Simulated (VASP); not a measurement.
# BTe (Fm-3m) in VASP: notebook

The runs below take BTe through single point, relaxation of cell and atoms, with PBE.

Everything below comes from runs of VASP 6.6.1. Logs are shortened: lines on timing, memory, paths and dates and some standing lists are left out, and cuts for length are marked.

## Step 1: The cell of the first run

The structure is cubic, space group Fm-3m (No. 225). The conventional cell has a = 5.154 Å, b = 5.154 Å, c = 5.154 Å, α = 90.00°, β = 90.00°, γ = 90.00°. Within 3.4 Å of B (site symmetry m-3m) lie 6 Te at 2.58 Å. Te (site symmetry m-3m) has 6 B at 2.58 Å within 3.4 Å.

## Step 2: Single point, PBE

INCAR reads:

```
SYSTEM = BTe
PREC = Accurate ; ENCUT = 520
EDIFF = 1E-7 ; ISMEAR = 0
SIGMA = 0.1 ; LREAL = .FALSE.
LASPH = .TRUE. ; NELM = 80
ALGO = Normal ; ISIF = 2
LWAVE = .FALSE. ; LCHARG = .FALSE.
GGA = PE ; NBANDS = 12
```

KPOINTS reads:

```
regular mesh
0
G
  6 6 6
  0 0 0
```

POSCAR reads:

```
BTe
1.0
    0.0000000000      2.5771051100      2.5771051100
    2.5771051100      0.0000000000      2.5771051100
    2.5771051100      2.5771051100      0.0000000000
B Te
1 1
Direct
    0.0000000000      0.0000000000      0.0000000000
    0.5000000000      0.5000000000      0.5000000000
```

Potentials or basis: VASP PAW PBE potentials, release 64 (B, Te).

Launch:

```
$ cat potpaw_PBE.64/B/POTCAR potpaw_PBE.64/Te/POTCAR > POTCAR
$ mpirun -np 1 vasp_std > vasp.out
```

OUTCAR:

```text
SYSTEM = BTe
   PREC = Accurate
   ENCUT = 520
   EDIFF = 1E-7
   ISMEAR = 0
   LREAL = .FALSE.
   LASPH = .TRUE.
   NELM = 80
   ISIF = 2
   GGA = PE

 ion  position               nearest neighbor table
   1  0.000  0.000  0.000-   2 2.58   2 2.58   2 2.58   2 2.58   2 2.58   2 2.58
   2  0.500  0.500  0.500-   1 2.58   1 2.58   1 2.58   1 2.58   1 2.58   1 2.58

  LATTYP: Found a face centered cubic cell.
 ALAT       =     5.1542102200

  Lattice vectors:

 A1 = (   0.0000000000,   2.5771051100,   2.5771051100)
 A2 = (   2.5771051100,   0.0000000000,   2.5771051100)
 A3 = (   2.5771051100,   2.5771051100,   0.0000000000)

Analysis of symmetry for initial positions (statically):
=====================================================================
 Subroutine PRICEL returns:
 Original cell was already a primitive cell.

 Routine SETGRP: Setting up the symmetry group for a
 face centered cubic supercell.

 Subroutine GETGRP returns: Found 48 space group operations
 (whereof 48 operations were pure point group operations)
 out of a pool of 48 trial point group operations.

The static configuration has the point symmetry O_h .

Analysis of symmetry for dynamics (positions and initial velocities):
=====================================================================
 Subroutine PRICEL returns:
 Original cell was already a primitive cell.

 Routine SETGRP: Setting up the symmetry group for a
 face centered cubic supercell.

 Subroutine GETGRP returns: Found 48 space group operations
 (whereof 48 operations were pure point group operations)
 out of a pool of 48 trial point group operations.

The dynamic configuration has the point symmetry O_h .

 Subroutine INISYM returns: Found 48 space group operations
 (whereof 48 operations are pure point group operations),
 and found     1 'primitive' translations

----------------------------------------------------------------------------------------

                                     Primitive cell

  volume of cell :      34.2315

  direct lattice vectors                    reciprocal lattice vectors
     0.000000000  2.577105110  2.577105110    -0.194016146  0.194016146  0.194016146
     2.577105110  0.000000000  2.577105110     0.194016146 -0.194016146  0.194016146
     2.577105110  2.577105110  0.000000000     0.194016146  0.194016146 -0.194016146

  length of vectors
     3.644576998  3.644576998  3.644576998     0.336045822  0.336045822  0.336045822

  position of ions in fractional coordinates (direct lattice)
     0.000000000  0.000000000  0.000000000
     0.500000000  0.500000000  0.500000000
[... 78 lines left out ...]
   PSTRESS=    0.0 pullay stress
   NELECT =       9.0000    total number of electrons
   NUPDOWN=      -1.0000    fix difference up-down
   EMIN   =  10.00;   EMAX   =-10.00  energy-range for DOS
   EFERMI =   0.00;   METHOD = LEGACY
   ISMEAR =     0;   SIGMA  =   0.10  broadening in eV -4-tet -1-fermi 0-gaus
   EFERMI_NEDOS =   21; number of points for ismear=-14 and -15
   IALGO  =     38    algorithm
   IMIX   =      4    mixing-type and parameters
     AMIX     =   0.40;   BMIX     =  1.00
     AMIX_MAG =   1.60;   BMIX_MAG =  1.00
  volume/ion in A,a.u.               =      17.12       115.50
  Fermi-wavevector in a.u.,A,eV,Ry     =   1.048770  1.981888 14.965296  1.099918
  Thomas-Fermi vector in A             =   2.183705
   LORBIT       =      0    0 simple, 1 ext, 2 COOP (PROOUT), +10 PAW based schemes
   GGA     = PE    functional components
   LHFCALC =     F    Hartree Fock is set to
   AEXX    =    0.0000 exact exchange contribution
   IVDW    =     0    specifies the selected vdW correction
   LEPSILON=     F    determine dielectric tensor
   LRPA    =     F    only Hartree local field effects (RPA)
 non-spin polarized calculation
 Gauss-broadening in eV      SIGMA  =   0.10
  energy-cutoff  :      520.00
  volume of cell :       34.23
 maximum number of plane-waves:       941
   NGX = 13   NGY = 13   NGZ = 13

 number of electron       9.0000000 magnetization

 Free energy of the ion-electron system (eV)
  ---------------------------------------------------
  ext. energy  EPLUGINS =         0.00000000
  ---------------------------------------------------
  free energy    TOTEN  =        -7.74924860 eV

  energy without entropy =       -7.74291535  energy(sigma->0) =       -7.74608198

 E-fermi :   8.4053     XC(G=0): -10.7369

 val. band max:        8.3854823089   @ k =   0.5000   0.3333   0.1667
 cond. band min:       8.4313707728   @ k =   0.0000   0.0000   0.0000
 fundamental gap:      0.0458884639
 Fermi energy:         8.4052569947

 k-point     1 :       0.0000    0.0000    0.0000
  band No.  band energies     occupation
      1      -6.3785      2.00000
      2       7.3541      2.00000
      3       7.3541      2.00000
      4       7.3541      2.00000
      5       8.4314      0.71190
      6      13.4730      0.00000
      7      13.4730      0.00000
      8      13.4730      0.00000
      9      15.4397      0.00000
     10      15.4397      0.00000
     11      15.4397      0.00000
     12      17.7782      0.00000
[... 211 lines left out ...]
 k-point    16 :      -0.3333    0.5000    0.1667
  band No.  band energies     occupation
      1      -2.6188      2.00000
      2       1.8359      2.00000
      3       1.8466      2.00000
      4       3.3196      2.00000
      5       7.9546      2.00000
      6      12.5809      0.00000
      7      13.5302      0.00000
      8      16.2769      0.00000
      9      16.6327      0.00000
     10      18.9439      0.00000
     11      23.8316      0.00000
     12      24.9941      0.00000

------------------------ aborting loop because EDIFF is reached ----------------------------------------

  FORCE on cell =-STRESS in cart. coord.  units (eV):
  Direction    XX          YY          ZZ          XY          YZ          ZX
  --------------------------------------------------------------------------------------
  -------------------------------------------------------------------------------------
  Total       -0.7554795     -0.7554795     -0.7554795     -0.0000000     -0.0000000      0.0000000
  in kB      -35.3595616    -35.3595616    -35.3595616     -0.0000000     -0.0000000      0.0000000
  external PRESSURE =     -35.3595616 kB  Pullay stress =       0.0000000 kB

 VOLUME and BASIS-vectors are now :
 -----------------------------------------------------------------------------
  energy-cutoff  :      520.00
  volume of cell :       34.23
      direct lattice vectors                 reciprocal lattice vectors
     0.000000000  2.577105110  2.577105110    -0.194016146  0.194016146  0.194016146
     2.577105110  0.000000000  2.577105110     0.194016146 -0.194016146  0.194016146
     2.577105110  2.577105110  0.000000000     0.194016146  0.194016146 -0.194016146

 POSITION                                       TOTAL-FORCE (eV/Angst)
 -----------------------------------------------------------------------------------
      0.00000      0.00000      0.00000        -0.000000     -0.000000     -0.000000
      2.57711      2.57711      2.57711         0.000000      0.000000      0.000000
 -----------------------------------------------------------------------------------
    total drift:                                0.000000      0.000000      0.000000

  FREE ENERGIE OF THE ION-ELECTRON SYSTEM (eV)
  ---------------------------------------------------
  free  energy   TOTEN  =        -7.7492486004 eV

  energy  without entropy=       -7.7429153549  energy(sigma->0) =       -7.74608198
```

stdout:

```text
POSCAR found type information on POSCAR B Te
 POSCAR found :  2 types and       2 ions
 scaLAPACK will be used
 LDA part: xc-table for (Slater+PW92), standard interpolation
 POSCAR, INCAR and KPOINTS ok, starting setup
 FFT: planning ... GRIDC
 FFT: planning ... GRID_SOFT
 FFT: planning ... GRID
 WAVECAR not read
 entering main loop
```

Run time: 7.4 s. Hardware: 1 thread of Intel Xeon Platinum 8488C (Sapphire Rapids), shared host; peak memory 0.15 GiB.

Results:

- Free energy: -7.7492 eV
- Pressure: -3.5 GPa

Caveat: spin-orbit coupling is left out, which moves the levels of the heavy elements.

## Step 3: Single point, PBE

This run uses another cell than the first one, of 16.52 Å³/atom, 0.965 times its volume.

INCAR reads:

```
SYSTEM = BTe
PREC = Accurate
ENCUT = 520
EDIFF = 1E-6
ISMEAR = 0
SIGMA = 0.1
LREAL = .FALSE.
LASPH = .TRUE.
NELM = 100
ALGO = Normal
ISIF = 2
LWAVE = .FALSE.
LCHARG = .FALSE.
GGA = PE
NBANDS = 12
```

KPOINTS reads:

```
Automatic mesh
0
G
  18 18 18
  0 0 0
```

POSCAR reads:

```
BTe
1.0
    0.0000000000      2.5468277737      2.5468277737
    2.5468277737      0.0000000000      2.5468277737
    2.5468277737      2.5468277737      0.0000000000
B Te
1 1
Direct
    0.0000000000      0.0000000000      0.0000000000
    0.5000000000      0.5000000000      0.5000000000
```

Potentials or basis: VASP PAW PBE potentials, release 64 (B, Te).

Launch:

```
$ cat potpaw_PBE.64/B/POTCAR potpaw_PBE.64/Te/POTCAR > POTCAR
$ mpirun -np 1 vasp_std > vasp.out
```

Run time: 49 s. Hardware: 1 thread of Intel Xeon Platinum 8488C (Sapphire Rapids), shared host; peak memory 0.21 GiB.

It converged, with:

| Item | Value |
| --- | --- |
| Free energy | -7.7489 eV |
| Pressure | -0.1 GPa |

Levels at points of the mesh, in eV from the Fermi level:
```csv
k point,band 2,band 3,band 4,band 5,band 6,band 7,band 8,band 9
"(0.00, 0.00, 0.00)",-1.20,-1.20,-1.20,0.25,5.12,5.12,5.12,6.91
"(0.50, 0.00, 0.00)",-9.38,-0.29,-0.29,0.29,0.29,2.33,2.54,10.44
"(0.50, 0.50, 0.00)",-7.53,-4.65,-4.21,-4.21,2.70,7.51,7.51,9.14
```

Caveat: spin-orbit coupling is left out, which moves the levels of the heavy elements.

## Step 4: Relaxation of cell and atoms, PBE

INCAR reads:

```
  ALGO = Normal
  EDIFF = 1E-6
  EDIFFG = -0.01
  ENCUT = 600
  GGA = PE
  IBRION = 2
  ISIF = 3
  ISMEAR = 0
  LASPH = True
  LCHARG = False
  LREAL = False
  LWAVE = False
  NELM = 60
  NSW = 100
  PREC = Accurate
  SIGMA = 0.1
```

KPOINTS reads:

```
k-points
0
Gamma
  18 18 18
```

POSCAR reads:

```
BTe
1.0
    0.0000000000      2.5771051100      2.5771051100
    2.5771051100      0.0000000000      2.5771051100
    2.5771051100      2.5771051100      0.0000000000
B Te
1 1
Direct
    0.0000000000      0.0000000000      0.0000000000
    0.5000000000      0.5000000000      0.5000000000
```

Launch:

```
$ cat potpaw_PBE.64/B/POTCAR potpaw_PBE.64/Te/POTCAR > POTCAR
$ mpirun -np 1 vasp_std > vasp.out
```

Wall time 1.9 min (1 thread of Intel Xeon Platinum 8488C (Sapphire Rapids), shared host); peak memory 0.24 GiB.

Results (log left out):

- Free energy: -7.7495 eV
- Relaxed volume: 16.50 Å³/atom
- Relaxed cell: a = 3.601 Å, b = 3.601 Å, c = 3.601 Å, α = 60.00°, β = 60.00°, γ = 60.00°
- Space group after relaxing (to 0.05 Å): Fm-3m (No. 225)
- Energy gained by relaxing: 6.3 meV/atom
- Ionic steps: 3
- Pressure after relaxing: 0.0 GPa

The path:
| step | energy change (eV) | largest force (eV/Å) | pressure (GPa) | volume (Å³) |
| --- | --- | --- | --- | --- |
| 1 | 0.0000 | 0.0000 | -3.18 | 34.23 |
| 2 | -0.0108 | 0.0000 | 1.31 | 32.58 |
| 3 | -0.0126 | 0.0000 | 0.01 | 33.01 |

Final structure:
```cif
data_structure
_symmetry_space_group_name_H-M 'P 1'
_symmetry_Int_Tables_number 1
_cell_length_a 3.6007
_cell_length_b 3.6007
_cell_length_c 3.6007
_cell_angle_alpha 60.000
_cell_angle_beta 60.000
_cell_angle_gamma 60.000
_cell_volume 33.01
loop_
_atom_site_label
_atom_site_type_symbol
_atom_site_fract_x
_atom_site_fract_y
_atom_site_fract_z
_atom_site_occupancy
B1 B 0.00000 0.00000 0.00000 1
Te1 Te 0.50000 0.50000 0.50000 1
```

Levels at points of the mesh, in eV from the Fermi level:
| k point | band 1 | band 2 | band 3 | band 4 | band 5 | band 6 | band 7 | band 8 |
| --- | --- | --- | --- | --- | --- | --- | --- | --- |
| (0.00, 0.00, 0.00) | -15.22 | -1.20 | -1.20 | -1.20 | 0.26 | 5.12 | 5.12 | 5.12 |
| (0.50, 0.00, 0.00) | -12.38 | -9.39 | -0.29 | -0.29 | 0.29 | 0.29 | 2.33 | 2.54 |
| (0.50, 0.50, 0.00) | -11.40 | -7.53 | -4.65 | -4.21 | -4.21 | 2.70 | 7.52 | 7.52 |

Caveat: spin-orbit coupling is left out, which moves the levels of the heavy elements.

## Step 5: Overview

```tsv
task	cell	k mesh	cutoff (eV)	gap on the mesh (eV)	pressure (GPa)
single point	a = 3.645 Å, angles 60.0°, 2 atoms	6 × 6 × 6	520	none	-3.5
single point	a = 3.602 Å, angles 60.0°, 2 atoms	18 × 18 × 18	520	none	-0.1
relaxation of cell and atoms	relaxed from a = 3.645 Å, angles 60.0°, 2 atoms	18 × 18 × 18	600	none	0.0
```

Alike in all rows: level PBE; potentials or basis VASP PAW PBE potentials, release 64 (B, Te); no spin polarisation; smearing gaussian 0.1 eV.

Caveats: spin-orbit coupling is left out, which moves the levels of the heavy elements.

Absolute energies hang on the potentials; compare differences alone.
